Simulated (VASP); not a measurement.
# Y (Pm-3m) in VASP: notebook

Runs on Y. Level: PBE. Tasks: single point.

Program: VASP 6.6.1. These are calculated values, not measurements. Logs are shortened: lines on timing, memory, paths and dates and some standing lists are left out, and cuts for length are marked.

## Step 1: The cell of the first run

The structure is cubic, space group Pm-3m (No. 221). Conventional cell: a = 3.136 Å, b = 3.136 Å, c = 3.136 Å, α = 90.00°, β = 90.00°, γ = 90.00°. Y (site symmetry m-3m) has 6 Y at 3.14 Å within 4.1 Å.

This isn't the form of Y at room conditions, which is hcp.

## Step 2: Single point, PBE (30.83 Å³/atom)

Input file INCAR:

```
ALGO = Normal
EDIFF = 1E-6
ENCUT = 520
GGA = PE
ISIF = 2
ISMEAR = -1
LASPH = True
LCHARG = False
LREAL = False
LWAVE = False
NBANDS = 12
NELM = 60
PREC = Accurate
SIGMA = 0.1
```

Input file KPOINTS:

```
k-points
0
Gamma
  11 11 11
```

Input file POSCAR:

```
Y
1.0
    3.1355804317      0.0000000000      0.0000000000
    0.0000000000      3.1355804317      0.0000000000
    0.0000000000      0.0000000000      3.1355804317
Y
1
Direct
    0.0000000000      0.0000000000      0.0000000000
```

Potentials or basis: VASP PAW PBE potentials, release 64 (Y_sv).

Launch:

```sh
$ cat potpaw_PBE.64/Y_sv/POTCAR > POTCAR
$ mpirun -np 1 vasp_std > vasp.out
```

OUTCAR:

```text
EDIFF = 1E-6
   ENCUT = 520
   GGA = PE
   ISIF = 2
   ISMEAR = -1
   LASPH = True
   LREAL = False
   NELM = 60
   PREC = Accurate

 ion  position               nearest neighbor table
   1  0.000  0.000  0.000-

  LATTYP: Found a simple cubic cell.
 ALAT       =     3.1355804317

  Lattice vectors:

 A1 = (   3.1355804317,   0.0000000000,   0.0000000000)
 A2 = (   0.0000000000,   3.1355804317,   0.0000000000)
 A3 = (   0.0000000000,   0.0000000000,   3.1355804317)

Analysis of symmetry for initial positions (statically):
=====================================================================
 Subroutine PRICEL returns:
 Original cell was already a primitive cell.

 Routine SETGRP: Setting up the symmetry group for a
 simple cubic supercell.

 Subroutine GETGRP returns: Found 48 space group operations
 (whereof 48 operations were pure point group operations)
 out of a pool of 48 trial point group operations.

The static configuration has the point symmetry O_h .

Analysis of symmetry for dynamics (positions and initial velocities):
=====================================================================
 Subroutine PRICEL returns:
 Original cell was already a primitive cell.

 Routine SETGRP: Setting up the symmetry group for a
 simple cubic supercell.

 Subroutine GETGRP returns: Found 48 space group operations
 (whereof 48 operations were pure point group operations)
 out of a pool of 48 trial point group operations.

The dynamic configuration has the point symmetry O_h .

 Subroutine INISYM returns: Found 48 space group operations
 (whereof 48 operations are pure point group operations),
 and found     1 'primitive' translations

----------------------------------------------------------------------------------------

                                     Primitive cell

  volume of cell :      30.8286

  direct lattice vectors                    reciprocal lattice vectors
     3.135580432  0.000000000  0.000000000     0.318920220  0.000000000  0.000000000
     0.000000000  3.135580432  0.000000000     0.000000000  0.318920220  0.000000000
     0.000000000  0.000000000  3.135580432     0.000000000  0.000000000  0.318920220

  length of vectors
     3.135580432  3.135580432  3.135580432     0.318920220  0.318920220  0.318920220

  position of ions in fractional coordinates (direct lattice)
     0.000000000  0.000000000  0.000000000

  ion indices of the primitive-cell ions
   primitive index   ion index
                 1           1

[... 78 lines left out ...]
   ISYM   =      2    0-nonsym 1-usesym 2-fastsym
   POTIM  = 0.5000    time-step for ionic-motion
   TEBEG  =    0.0;   TEEND  =   0.0 temperature during run
   PSTRESS=    0.0 pullay stress
   NELECT =      11.0000    total number of electrons
   NUPDOWN=      -1.0000    fix difference up-down
   EMIN   =  10.00;   EMAX   =-10.00  energy-range for DOS
   EFERMI =   0.00;   METHOD = LEGACY
   ISMEAR =    -1;   SIGMA  =   0.10  broadening in eV -4-tet -1-fermi 0-gaus
   EFERMI_NEDOS =   21; number of points for ismear=-14 and -15
   IALGO  =     38    algorithm
   IMIX   =      4    mixing-type and parameters
     AMIX     =   0.40;   BMIX     =  1.00
     AMIX_MAG =   1.60;   BMIX_MAG =  1.00
  volume/ion in A,a.u.               =      30.83       208.04
  Fermi-wavevector in a.u.,A,eV,Ry     =   1.161149  2.194253 18.344272  1.348266
  Thomas-Fermi vector in A             =   2.297724
   LORBIT       =      0    0 simple, 1 ext, 2 COOP (PROOUT), +10 PAW based schemes
   GGA     = PE    functional components
   LHFCALC =     F    Hartree Fock is set to
   AEXX    =    0.0000 exact exchange contribution
   IVDW    =     0    specifies the selected vdW correction
   LEPSILON=     F    determine dielectric tensor
   LRPA    =     F    only Hartree local field effects (RPA)
 non-spin polarized calculation
  energy-cutoff  :      520.00
  volume of cell :       30.83
 maximum number of plane-waves:       849
 NGX is ok and might be reduce to    24
   NGX = 11   NGY = 11   NGZ = 11

 number of electron      10.9999999 magnetization

 Free energy of the ion-electron system (eV)
  ---------------------------------------------------
  ext. energy  EPLUGINS =         0.00000000
  ---------------------------------------------------
  free energy    TOTEN  =        -5.63220772 eV

  energy without entropy =       -5.55909945  energy(sigma->0) =       -5.59565359

 E-fermi :   3.3320     XC(G=0):  -9.6192

 val. band max:        3.3154169205   @ k =   0.2727   0.1818   0.0000
 cond. band min:       3.3322860603   @ k =   0.1818   0.1818   0.0909
 fundamental gap:      0.0168691397
 Fermi energy:         3.3320363982

 k-point     1 :       0.0000    0.0000    0.0000
  band No.  band energies     occupation
      1     -39.4789      2.00000
      2     -18.9958      2.00000
      3     -18.9958      2.00000
      4     -18.9958      2.00000
      5      -1.3086      2.00000
      6       2.5560      1.99915
      7       2.5560      1.99915
      8       9.1974      0.00000
      9       9.1974      0.00000
     10       9.1974      0.00000
     11      14.3364      0.00000
     12      14.3364      0.00000
[... 331 lines left out ...]
 k-point    24 :       0.2727    0.0909    0.0909
  band No.  band energies     occupation
      1     -39.4020      2.00000
      2     -19.5658      2.00000
      3     -19.0232      2.00000
      4     -19.0139      2.00000
      5       0.4040      2.00000
      6       3.2755      1.27535
      7       3.8191      0.01522
      8       6.8783      0.00000
      9       6.9937      0.00000
     10       8.7167      0.00000
     11      11.9181      0.00000
     12      15.8167      0.00000

 [... further k-points ...]

------------------------ aborting loop because EDIFF is reached ----------------------------------------

  FORCE on cell =-STRESS in cart. coord.  units (eV):
  Direction    XX          YY          ZZ          XY          YZ          ZX
  --------------------------------------------------------------------------------------
  -------------------------------------------------------------------------------------
  Total        0.7639100      0.7639100      0.7639100      0.0000000     -0.0000000     -0.0000000
  in kB       39.7007722     39.7007722     39.7007722      0.0000000     -0.0000000     -0.0000000
  external PRESSURE =      39.7007722 kB  Pullay stress =       0.0000000 kB

 VOLUME and BASIS-vectors are now :
 -----------------------------------------------------------------------------
  energy-cutoff  :      520.00
  volume of cell :       30.83
      direct lattice vectors                 reciprocal lattice vectors
     3.135580432  0.000000000  0.000000000     0.318920220  0.000000000  0.000000000
     0.000000000  3.135580432  0.000000000     0.000000000  0.318920220  0.000000000
     0.000000000  0.000000000  3.135580432     0.000000000  0.000000000  0.318920220

 POSITION                                       TOTAL-FORCE (eV/Angst)
 -----------------------------------------------------------------------------------
      0.00000      0.00000      0.00000         0.000000      0.000000      0.000000
 -----------------------------------------------------------------------------------
    total drift:                                0.000000      0.000000      0.000000

  FREE ENERGIE OF THE ION-ELECTRON SYSTEM (eV)
  ---------------------------------------------------
  free  energy   TOTEN  =        -5.6322077240 eV

  energy  without entropy=       -5.5590994462  energy(sigma->0) =       -5.59565359
```

OSZICAR:

```text
N       E                     dE             d eps       ncg     rms          rms(c)
DAV:   1     0.254755420452E+02    0.25476E+02   -0.56094E+03  1352   0.834E+02
DAV:   2    -0.455789552279E+01   -0.30033E+02   -0.29133E+02  1648   0.162E+02
DAV:   3    -0.578929045894E+01   -0.12314E+01   -0.11916E+01  1848   0.215E+01
DAV:   4    -0.581321507190E+01   -0.23925E-01   -0.23888E-01  1568   0.299E+00
DAV:   5    -0.581363587751E+01   -0.42081E-03   -0.42072E-03  1752   0.318E-01    0.202E+01
DAV:   6    -0.565142350664E+01    0.16221E+00   -0.19799E-01  1500   0.283E+00    0.121E+01
DAV:   7    -0.563476544318E+01    0.16658E-01   -0.23088E-01  1648   0.306E+00    0.101E+00
DAV:   8    -0.563242949887E+01    0.23359E-02   -0.37862E-02  1500   0.141E+00    0.388E-01
DAV:   9    -0.563226275537E+01    0.16674E-03   -0.10059E-03  1536   0.286E-01    0.170E-01
DAV:  10    -0.563221262041E+01    0.50135E-04   -0.14800E-04  1660   0.101E-01    0.168E-02
DAV:  11    -0.563220846319E+01    0.41572E-05   -0.30504E-05  1556   0.384E-02    0.223E-02
DAV:  12    -0.563220772398E+01    0.73922E-06   -0.31142E-06  1468   0.153E-02
   1 F= -.56322077E+01 E0= -.55956536E+01  d E =-.731083E-01
```

stdout:

```text
POSCAR found type information on POSCAR Y
 POSCAR found :  1 types and       1 ions
 scaLAPACK will be used
 LDA part: xc-table for (Slater+PW92), standard interpolation
 POSCAR, INCAR and KPOINTS ok, starting setup
 FFT: planning ... GRIDC
 FFT: planning ... GRID_SOFT
 FFT: planning ... GRID
 WAVECAR not read
 entering main loop
```

Wall time 9 s (1 thread of Intel Xeon Platinum 8559C (Emerald Rapids), shared host); peak memory 0.16 GiB.

Results:

| Quantity | Value |
| --- | --- |
| Free energy | -5.6322 eV |
| Pressure | 4.0 GPa |
| Band gap on the k mesh | zero (an odd number of electrons rules out a gap without spin polarisation) |

Caveat: the cell stands under pressure.

## Step 3: Single point, PBE (32.23 Å³/atom)

This run uses another cell than the first one, of 32.23 Å³/atom.

Input file INCAR:

```
SYSTEM = Y
PREC = Accurate ; ENCUT = 520
EDIFF = 1E-6 ; ISMEAR = -1
SIGMA = 0.1 ; LREAL = .FALSE.
LASPH = .TRUE. ; NELM = 60
ALGO = Normal ; ISIF = 2
LWAVE = .FALSE. ; LCHARG = .FALSE.
GGA = PE ; NBANDS = 12
```

Input file KPOINTS:

```
regular mesh
0
G
  11 11 11
  0 0 0
```

Input file POSCAR:

```
Y
1.0
    3.1823870403      0.0000000000      0.0000000000
    0.0000000000      3.1823870403      0.0000000000
    0.0000000000      0.0000000000      3.1823870403
Y
1
Direct
    0.0000000000      0.0000000000      0.0000000000
```

Potentials or basis: VASP PAW PBE potentials, release 64 (Y_sv).

Launch:

```sh
$ cat potpaw_PBE.64/Y_sv/POTCAR > POTCAR
$ mpirun -np 1 vasp_std > vasp.out
```

Wall time 12 s (1 thread of Intel Xeon Platinum 8559C (Emerald Rapids), shared host); peak memory 0.16 GiB.

Results (log left out):

| Property | Result |
| --- | --- |
| Free energy | -5.6599 eV |
| Pressure | 2.4 GPa |
| Band gap on the k mesh | zero (an odd number of electrons rules out a gap without spin polarisation) |

Levels at points of the mesh, in eV from the Fermi level:
```tsv
k point	band 3	band 4	band 5	band 6	band 7	band 8
(0.00, 0.00, 0.00)	-22.45	-22.45	-4.58	-0.71	-0.71	5.61
```

## Step 4: Single point, PBE (33.63 Å³/atom)

This run uses another cell than the first one, of 33.63 Å³/atom.

Input file INCAR:

```
PREC = Accurate
ENCUT = 520
EDIFF = 1E-6
ISMEAR = -1
SIGMA = 0.1
LREAL = F
LASPH = T
NELM = 60
ALGO = Normal
ISIF = 2
LWAVE = F
LCHARG = F
GGA = PE
NBANDS = 12
```

Input file KPOINTS:

```
Automatic mesh
0
Gamma
  11 11 11
```

Input file POSCAR:

```
Y
1.0
    3.2278558554      0.0000000000      0.0000000000
    0.0000000000      3.2278558554      0.0000000000
    0.0000000000      0.0000000000      3.2278558554
Y
1
Direct
    0.0000000000      0.0000000000      0.0000000000
```

Launch:

```sh
$ cat potpaw_PBE.64/Y_sv/POTCAR > POTCAR
$ mpirun -np 1 vasp_std > vasp.out
```

Wall time 12 s (1 thread of Intel Xeon Platinum 8559C (Emerald Rapids), shared host); peak memory 0.16 GiB.

Results (log left out):

```yaml
Free_energy: -5.6746 eV
Pressure: 1.0 GPa
Band_gap_on_the_k_mesh: zero (an odd number of electrons rules out a gap without spin polarisation)
```

Levels at points of the mesh, in eV from the Fermi level:
| k point | band 3 | band 4 | band 5 | band 6 | band 7 | band 8 | band 9 | band 10 |
| --- | --- | --- | --- | --- | --- | --- | --- | --- |
| (0.00, 0.00, 0.00) | -22.56 | -22.56 | -4.52 | -0.65 | -0.65 | 5.37 | 5.37 | 5.37 |

## Step 5: Single point, PBE

This run uses another cell than the first one, of 35.03 Å³/atom.

Input file INCAR:

```
PREC = Accurate ; ENCUT = 520
EDIFF = 1E-7 ; ISMEAR = -1
SIGMA = 0.1 ; LREAL = F
LASPH = T ; NELM = 80
ALGO = Normal ; ISIF = 2
LWAVE = F ; LCHARG = F
GGA = PE ; NBANDS = 12
```

Input file KPOINTS:

```
regular mesh
0
Gamma
  10 10 10
```

Input file POSCAR:

```
Y
1.0
    3.2720785542      0.0000000000      0.0000000000
    0.0000000000      3.2720785542      0.0000000000
    0.0000000000      0.0000000000      3.2720785542
Y
1
Direct
    0.0000000000      0.0000000000      0.0000000000
```

Launch:

```sh
$ cat potpaw_PBE.64/Y_sv/POTCAR > POTCAR
$ mpirun -np 1 vasp_std > vasp.out
```

It took 14 s on 1 thread of Intel Xeon Platinum 8559C (Emerald Rapids), shared host; peak memory 0.16 GiB.

It converged, with:

| Quantity | Value |
| --- | --- |
| Free energy | -5.6761 eV |
| Pressure | 0.0 GPa |
| Band gap on the k mesh | zero (an odd number of electrons rules out a gap without spin polarisation) |

Levels at points of the mesh, in eV from the Fermi level:
```csv
k point,band 4,band 5,band 6,band 7,band 8,band 9
"(0.00, 0.00, 0.00)",-22.67,-4.47,-0.60,-0.60,5.15,5.15
"(0.50, 0.00, 0.00)",-22.61,-1.77,-0.02,0.10,2.73,2.73
"(0.50, 0.50, 0.00)",-22.55,-1.80,0.13,3.26,3.26,3.49
"(0.50, 0.50, 0.50)",-23.17,-0.55,-0.55,-0.55,5.56,6.81
```

## Step 6: Single point, PBE (35.03 Å³/atom)

This run uses another cell than the first one, of 35.03 Å³/atom.

Input file INCAR:

```
SYSTEM = Y
PREC = Accurate
ENCUT = 520
EDIFF = 1E-6
ISMEAR = -1
SIGMA = 0.1
LREAL = .FALSE.
LASPH = .TRUE.
NELM = 80
ALGO = Normal
ISIF = 2
LWAVE = .FALSE.
LCHARG = .TRUE.
GGA = PE
LELF = .TRUE.
LVHAR = .TRUE.
NBANDS = 12
```

Input file KPOINTS:

```
regular mesh
0
G
  11 11 11
  0 0 0
```

POSCAR is that of step 5.

Potentials or basis: VASP PAW PBE potentials, release 64 (Y_sv).

Launch:

```sh
$ cat potpaw_PBE.64/Y_sv/POTCAR > POTCAR
$ mpirun -np 1 vasp_std > vasp.out
```

Wall time 9.6 s (1 thread of Intel Xeon Platinum 8559C (Emerald Rapids), shared host); peak memory 0.16 GiB.

The run converged. Its results:

| Item | Value |
| --- | --- |
| Free energy | -5.6784 eV |
| Pressure | -0.1 GPa |
| Band gap on the k mesh | zero (an odd number of electrons rules out a gap without spin polarisation) |

Levels at points of the mesh, in eV from the Fermi level:
```tsv
k point	band 1	band 2	band 3	band 4	band 5	band 6	band 7	band 8	band 9	band 10
(0.00, 0.00, 0.00)	-43.02	-22.67	-22.67	-22.67	-4.46	-0.59	-0.59	5.15	5.15	5.15
```

## Step 7: Overview

| cell | k mesh | gap on the mesh (eV) | pressure (GPa) |
| --- | --- | --- | --- |
| a = 3.136 Å, 1 atom | 11 × 11 × 11 | none | 4.0 |
| a = 3.182 Å, 1 atom | 11 × 11 × 11 | none | 2.4 |
| a = 3.228 Å, 1 atom | 11 × 11 × 11 | none | 1.0 |
| a = 3.272 Å, 1 atom | 10 × 10 × 10 | none | 0.0 |
| a = 3.272 Å, 1 atom | 11 × 11 × 11 | none | -0.1 |

Alike in all rows: task single point; level PBE; potentials or basis VASP PAW PBE potentials, release 64 (Y_sv); no spin polarisation; cutoff (eV) 520; smearing fermi-dirac 0.1 eV.

Caveats: the cell stands under pressure (at least some runs).

Absolute energies hang on the potentials; compare differences alone.

The gap in the log of VASP goes by the Fermi energy; the results here count the filled bands.